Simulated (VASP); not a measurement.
# Na (Im-3m) in VASP: a series of runs

Runs on Na. Level: PBEsol. Tasks: electric field gradients.

Program: VASP 6.6.1. These are calculated values, not measurements. Logs are shortened: lines on timing, memory, paths and dates and some standing lists are left out, and cuts for length are marked.

**1. The cell of the first run**

It takes space group Im-3m (No. 229, cubic). Conventional cell: a = 4.207 Å, b = 4.207 Å, c = 4.207 Å, α = 90.00°, β = 90.00°, γ = 90.00°. Na (site symmetry m-3m) has 14 Na at 3.64 to 4.21 Å within 4.8 Å.

**2. Electric field gradients, PBEsol (volume scaled by 0.98)**

INCAR reads:

```
PREC = Accurate ; ENCUT = 520
EDIFF = 1E-8 ; ISMEAR = -1
SIGMA = 0.03 ; LREAL = F
LASPH = T ; NELM = 80
ALGO = Normal ; ISIF = 2
LWAVE = F ; LCHARG = F
GGA = PS ; LEFG = T
NBANDS = 10
```

KPOINTS reads:

```
Automatic mesh
0
Gamma
  11 11 11
```

POSCAR reads:

```
Na
1.0
   -2.1032881624      2.1032881624      2.1032881624
    2.1032881624     -2.1032881624      2.1032881624
    2.1032881624      2.1032881624     -2.1032881624
Na
1
Direct
    0.0000000000      0.0000000000      0.0000000000
```

Potentials or basis: VASP PAW PBE potentials, release 64 (Na_pv).

Run with:

```console
> cat potpaw_PBE.64/Na_pv/POTCAR > POTCAR
> mpirun -np 1 vasp_std > vasp.out
```

OUTCAR:

```text
PREC = Accurate
   ENCUT = 520
   EDIFF = 1E-8
   ISMEAR = -1
   LREAL = F
   LASPH = T
   NELM = 80
   ISIF = 2
   GGA = PS

 ion  position               nearest neighbor table
   1  0.000  0.000  0.000-

  LATTYP: Found a body centered cubic cell.
 ALAT       =     4.2065763248

  Lattice vectors:

 A1 = (  -2.1032881624,   2.1032881624,   2.1032881624)
 A2 = (   2.1032881624,  -2.1032881624,   2.1032881624)
 A3 = (   2.1032881624,   2.1032881624,  -2.1032881624)

Analysis of symmetry for initial positions (statically):
=====================================================================
 Subroutine PRICEL returns:
 Original cell was already a primitive cell.

 Routine SETGRP: Setting up the symmetry group for a
 body centered cubic supercell.

 Subroutine GETGRP returns: Found 48 space group operations
 (whereof 48 operations were pure point group operations)
 out of a pool of 48 trial point group operations.

The static configuration has the point symmetry O_h .

Analysis of symmetry for dynamics (positions and initial velocities):
=====================================================================
 Subroutine PRICEL returns:
 Original cell was already a primitive cell.

 Routine SETGRP: Setting up the symmetry group for a
 body centered cubic supercell.

 Subroutine GETGRP returns: Found 48 space group operations
 (whereof 48 operations were pure point group operations)
 out of a pool of 48 trial point group operations.

The dynamic configuration has the point symmetry O_h .

 Subroutine INISYM returns: Found 48 space group operations
 (whereof 48 operations are pure point group operations),
 and found     1 'primitive' translations

----------------------------------------------------------------------------------------

                                     Primitive cell

  volume of cell :      37.2183

  direct lattice vectors                    reciprocal lattice vectors
    -2.103288162  2.103288162  2.103288162     0.000000000  0.237723013  0.237723013
     2.103288162 -2.103288162  2.103288162     0.237723013  0.000000000  0.237723013
     2.103288162  2.103288162 -2.103288162     0.237723013  0.237723013  0.000000000

  length of vectors
     3.643001960  3.643001960  3.643001960     0.336191110  0.336191110  0.336191110

  position of ions in fractional coordinates (direct lattice)
     0.000000000  0.000000000  0.000000000

  ion indices of the primitive-cell ions
   primitive index   ion index
                 1           1

----------------------------------------------------------------------------------------

 KPOINTS: Automatic mesh

Automatic generation of k-mesh.
 Grid dimensions read from file:
 generate k-points for:   11   11   11

 Generating k-lattice:

  Cartesian coordinates                     Fractional coordinates (reciprocal lattice)
     0.000000000  0.021611183  0.021611183     0.090909091  0.000000000  0.000000000
     0.021611183  0.000000000  0.021611183     0.000000000  0.090909091  0.000000000
     0.021611183  0.021611183  0.000000000     0.000000000  0.000000000  0.090909091

  Length of vectors
     0.030562828  0.030562828  0.030562828

  Shift w.r.t. Gamma in fractional coordinates (k-lattice)
     0.000000000  0.000000000  0.000000000

 Subroutine IBZKPT returns following result:
 ===========================================

 Found     56 irreducible k-points:

 Following reciprocal coordinates:
            Coordinates               Weight
  0.000000  0.000000  0.000000      1.000000
  0.090909  0.000000  0.000000     12.000000
  0.181818  0.000000  0.000000     12.000000
  0.272727  0.000000  0.000000     12.000000
  0.363636  0.000000  0.000000     12.000000
  0.454545  0.000000  0.000000     12.000000
[... 16 lines left out ...]
  0.272727  0.181818  0.090909     48.000000
  0.363636  0.181818  0.090909     24.000000
 [... further k-points ...]
   k-points           NKPTS =     56   k-points in BZ     NKDIM =     56   number of bands    NBANDS=     10
   number of dos      NEDOS =    301   number of ions     NIONS =      1
   total plane-waves  NPLWV =  21952
   dimension x,y,z NGX =    28 NGY =   28 NGZ =   28
   dimension x,y,z NGXF=    56 NGYF=   56 NGZF=   56
   ions per type =               1
   NGX,Y,Z   is equivalent  to a cutoff of  12.78, 12.78, 12.78 a.u.
   NGXF,Y,Z  is equivalent  to a cutoff of  25.56, 25.56, 25.56 a.u.
 SYSTEM =  unknown system
   PREC   = accura    normal or accurate (medium, high low for compatibility)
   ISTART =      0    job   : 0-new  1-cont  2-samecut
   ICHARG =      2    charge: 1-file 2-atom 10-const
   ISPIN  =      1    spin polarized calculation?
   LNONCOLLINEAR =      F non collinear calculations
   LSORBIT =      F    spin-orbit coupling
   LASPH  =      T    aspherical Exc in radial PAW
   ENCUT  =  520.0 eV  38.22 Ry    6.18 a.u.   6.77  6.77  6.77*2*pi/ulx,y,z
   NELM   =     80;   NELMIN=  2; NELMDL= -5     # of ELM steps
   EDIFF  = 0.1E-07   stopping-criterion for ELM
   LREAL  =      F    real-space projection
   EDIFFG = 0.1E-06   stopping-criterion for IOM
   NSW    =      0    number of steps for IOM
   IBRION =     -1    ionic relax: 0-MD 1-quasi-New 2-CG
   NFREE  =      0    steps in history (QN), initial steepest desc. (CG)
   ISIF   =      2    stress and relaxation
   ISYM   =      2    0-nonsym 1-usesym 2-fastsym
   POTIM  = 0.5000    time-step for ionic-motion
   TEBEG  =    0.0;   TEEND  =   0.0 temperature during run
   PSTRESS=    0.0 pullay stress
   NELECT =       7.0000    total number of electrons
   NUPDOWN=      -1.0000    fix difference up-down
   EMIN   =  10.00;   EMAX   =-10.00  energy-range for DOS
   EFERMI =   0.00;   METHOD = LEGACY
   ISMEAR =    -1;   SIGMA  =   0.03  broadening in eV -4-tet -1-fermi 0-gaus
   EFERMI_NEDOS =   21; number of points for ismear=-14 and -15
   IALGO  =     38    algorithm
   IMIX   =      4    mixing-type and parameters
     AMIX     =   0.40;   BMIX     =  1.00
     AMIX_MAG =   1.60;   BMIX_MAG =  1.00
  volume/ion in A,a.u.               =      37.22       251.16
  Fermi-wavevector in a.u.,A,eV,Ry     =   0.937970  1.772505 11.970227  0.879787
  Thomas-Fermi vector in A             =   2.065134
   LORBIT       =      0    0 simple, 1 ext, 2 COOP (PROOUT), +10 PAW based schemes
   GGA     = PS    functional components
   LHFCALC =     F    Hartree Fock is set to
   AEXX    =    0.0000 exact exchange contribution
   IVDW    =     0    specifies the selected vdW correction
   LEPSILON=     F    determine dielectric tensor
   LRPA    =     F    only Hartree local field effects (RPA)
 non-spin polarized calculation
  energy-cutoff  :      520.00
  volume of cell :       37.22
 maximum number of plane-waves:      1016
   NGX = 13   NGY = 13   NGZ = 13

 number of electron       7.0000007 magnetization

 Free energy of the ion-electron system (eV)
  ---------------------------------------------------
  ext. energy  EPLUGINS =         0.00000000
  ---------------------------------------------------
  free energy    TOTEN  =        -1.40219550 eV

  energy without entropy =       -1.40100120  energy(sigma->0) =       -1.40159835

 E-fermi :   0.3029     XC(G=0):  -6.4906

 val. band max:        0.2620393353   @ k =  -0.3636   0.4545   0.0909
 cond. band min:       0.3974894817   @ k =   0.1818   0.1818   0.1818
 fundamental gap:      0.1354501465
 Fermi energy:         0.3028567974

 k-point     1 :       0.0000    0.0000    0.0000
  band No.  band energies     occupation
      1     -24.4940      2.00000
      2     -24.4940      2.00000
      3     -24.4940      2.00000
      4      -2.9747      2.00000
      5      12.0009      0.00000
      6      12.0009      0.00000
      7      12.0009      0.00000
      8      13.0029      0.00000
      9      13.0029      0.00000
     10      13.5433      0.00000

 k-point     2 :       0.0909    0.0000    0.0000
  band No.  band energies     occupation
      1     -24.4969      2.00000
      2     -24.4950      2.00000
      3     -24.4940      2.00000
      4      -2.8296      2.00000
      5      10.3028      0.00000
      6      11.1867      0.00000
      7      11.4868      0.00000
      8      12.0342      0.00000
      9      12.4113      0.00000
     10      13.8926      0.00000
[... 274 lines left out ...]
 k-point    24 :       0.3636    0.1818    0.0909
  band No.  band energies     occupation
      1     -24.5230      2.00000
      2     -24.5100      2.00000
      3     -24.4994      2.00000
      4       1.6525      0.00000
      5       2.1490      0.00000
      6       4.8789      0.00000
      7       6.7229      0.00000
      8      13.5832      0.00000
      9      14.9613      0.00000
     10      16.0798      0.00000

 [... further k-points ...]

------------------------ aborting loop because EDIFF is reached ----------------------------------------

  FORCE on cell =-STRESS in cart. coord.  units (eV):
  Direction    XX          YY          ZZ          XY          YZ          ZX
  --------------------------------------------------------------------------------------
  -------------------------------------------------------------------------------------
  Total       -0.0465669     -0.0465669     -0.0465669     -0.0000000      0.0000000      0.0000000
  in kB       -2.0046158     -2.0046158     -2.0046158     -0.0000000      0.0000000      0.0000000
  external PRESSURE =      -2.0046158 kB  Pullay stress =       0.0000000 kB

 VOLUME and BASIS-vectors are now :
 -----------------------------------------------------------------------------
  energy-cutoff  :      520.00
  volume of cell :       37.22
      direct lattice vectors                 reciprocal lattice vectors
    -2.103288162  2.103288162  2.103288162     0.000000000  0.237723013  0.237723013
     2.103288162 -2.103288162  2.103288162     0.237723013  0.000000000  0.237723013
     2.103288162  2.103288162 -2.103288162     0.237723013  0.237723013  0.000000000

 POSITION                                       TOTAL-FORCE (eV/Angst)
 -----------------------------------------------------------------------------------
      0.00000      0.00000      0.00000         0.000000      0.000000      0.000000
 -----------------------------------------------------------------------------------
    total drift:                               -0.000000     -0.000000     -0.000000

  FREE ENERGIE OF THE ION-ELECTRON SYSTEM (eV)
  ---------------------------------------------------
  free  energy   TOTEN  =        -1.4021954968 eV

  energy  without entropy=       -1.4010011993  energy(sigma->0) =       -1.40159835

 Electric field gradients (V/A^2)
---------------------------------------------------------------------
 ion       V_xx      V_yy      V_zz      V_xy      V_xz      V_yz
---------------------------------------------------------------------
   1       0.000    -0.000     0.000    -0.005    -0.005    -0.005
---------------------------------------------------------------------

 Electric field gradients after diagonalization (V/A^2)
 (convention: |V_zz| > |V_xx| > |V_yy|)
----------------------------------------------------------------------
 ion       V_xx      V_yy      V_zz     asymmetry (V_yy - V_xx)/ V_zz
----------------------------------------------------------------------
   1       0.005     0.005    -0.009       0.000
----------------------------------------------------------------------

           NMR quadrupolar parameters

 Cq : quadrupolar parameter    Cq=e*Q*V_zz/h
 eta: asymmetry parameters     (V_yy - V_xx)/ V_zz
 Q  : nuclear electric quadrupole moment in mb (millibarn)
----------------------------------------------------------------------
 ion       Cq(MHz)       eta       Q (mb)
----------------------------------------------------------------------
   1      -0.000       0.000       1.000
----------------------------------------------------------------------
```

It took 20 s on 1 thread of Intel Xeon Platinum 8259CL at 2.50GHz (Skylake/Cascade Lake), shared host; peak memory 0.15 GiB.

Results:

| Item | Value |
| --- | --- |
| Free energy | -1.4022 eV |
| Pressure | -0.2 GPa |

Levels at points of the mesh, in eV from the Fermi level:
| k point | band 1 | band 2 | band 3 | band 4 | band 5 | band 6 |
| --- | --- | --- | --- | --- | --- | --- |
| (0.00, 0.00, 0.00) | -24.80 | -24.80 | -24.80 | -3.28 | 11.70 | 11.70 |

Caveat: without QUAD_EFG the Cq values of the log hold for a quadrupole moment of 1 mb, not for the nuclei; the PAW data sets were made with another functional, which shifts forces and pressure a little.

**3. Electric field gradients, PBEsol (volume scaled by 0.96)**

INCAR reads:

```
ALGO = Normal ; EDIFF = 1E-8
ENCUT = 520 ; GGA = PS
ISIF = 2 ; ISMEAR = -1
LASPH = True ; LCHARG = False
LEFG = True ; LREAL = False
LWAVE = False ; NBANDS = 10
NELM = 60 ; PREC = Accurate
SIGMA = 0.03
```

KPOINTS reads:

```
k-points
0
Gamma
  11 11 11
```

POSCAR reads:

```
Na
1.0
   -2.0888816270      2.0888816270      2.0888816270
    2.0888816270     -2.0888816270      2.0888816270
    2.0888816270      2.0888816270     -2.0888816270
Na
1
Direct
    0.0000000000      0.0000000000      0.0000000000
```

Potentials or basis: VASP PAW PBE potentials, release 64 (Na_pv).

Run with:

```console
> cat potpaw_PBE.64/Na_pv/POTCAR > POTCAR
> mpirun -np 1 vasp_std > vasp.out
```

OUTCAR:

```text
EDIFF = 1E-8
   ENCUT = 520
   GGA = PS
   ISIF = 2
   ISMEAR = -1
   LASPH = True
   LREAL = False
   NELM = 60
   PREC = Accurate

 ion  position               nearest neighbor table
   1  0.000  0.000  0.000-

  LATTYP: Found a body centered cubic cell.
 ALAT       =     4.1777632540

  Lattice vectors:

 A1 = (  -2.0888816270,   2.0888816270,   2.0888816270)
[... 518 lines left out ...]
    total drift:                               -0.000000     -0.000000     -0.000000

  FREE ENERGIE OF THE ION-ELECTRON SYSTEM (eV)
  ---------------------------------------------------
  free  energy   TOTEN  =        -1.4027538598 eV

  energy  without entropy=       -1.4015653388  energy(sigma->0) =       -1.40215960

 Electric field gradients (V/A^2)
---------------------------------------------------------------------
 ion       V_xx      V_yy      V_zz      V_xy      V_xz      V_yz
---------------------------------------------------------------------
   1      -0.000    -0.000    -0.000    -0.005    -0.005    -0.005
---------------------------------------------------------------------

 Electric field gradients after diagonalization (V/A^2)
 (convention: |V_zz| > |V_xx| > |V_yy|)
----------------------------------------------------------------------
 ion       V_xx      V_yy      V_zz     asymmetry (V_yy - V_xx)/ V_zz
----------------------------------------------------------------------
   1       0.005     0.005    -0.010       0.000
----------------------------------------------------------------------

           NMR quadrupolar parameters

 Cq : quadrupolar parameter    Cq=e*Q*V_zz/h
 eta: asymmetry parameters     (V_yy - V_xx)/ V_zz
 Q  : nuclear electric quadrupole moment in mb (millibarn)
----------------------------------------------------------------------
 ion       Cq(MHz)       eta       Q (mb)
----------------------------------------------------------------------
   1      -0.000       0.000       1.000
----------------------------------------------------------------------
```

stdout:

```text
POSCAR found type information on POSCAR Na
 POSCAR found :  1 types and       1 ions
 scaLAPACK will be used
 -----------------------------------------------------------------------------
|                                                                             |
|                                                                             |
|     You enforced a specific xc type in the INCAR file but a different       |
|     I HOPE YOU KNOW WHAT YOU ARE DOING!                                     |
|                                                                             |
 -----------------------------------------------------------------------------

 LDA part: xc-table for (Slater+PW92), standard interpolation
 POSCAR, INCAR and KPOINTS ok, starting setup
 FFT: planning ... GRIDC
 FFT: planning ... GRID_SOFT
 FFT: planning ... GRID
 WAVECAR not read
 entering main loop
ion   1
```

Wall time 21 s (1 thread of Intel Xeon Platinum 8259CL at 2.50GHz (Skylake/Cascade Lake), shared host); peak memory 0.15 GiB.

What came out:

| Item | Value |
| --- | --- |
| Free energy | -1.4028 eV |
| Pressure | 0.0 GPa |

Levels at points of the mesh, in eV from the Fermi level:
```csv
k point,band 1,band 2,band 3,band 4,band 5,band 6
"(0.00, 0.00, 0.00)",-24.78,-24.78,-24.78,-3.32,11.83,11.83
```

Caveat: without QUAD_EFG the Cq values of the log hold for a quadrupole moment of 1 mb, not for the nuclei; the PAW data sets were made with another functional, which shifts forces and pressure a little.

(Part 1 of 3 ends here.)
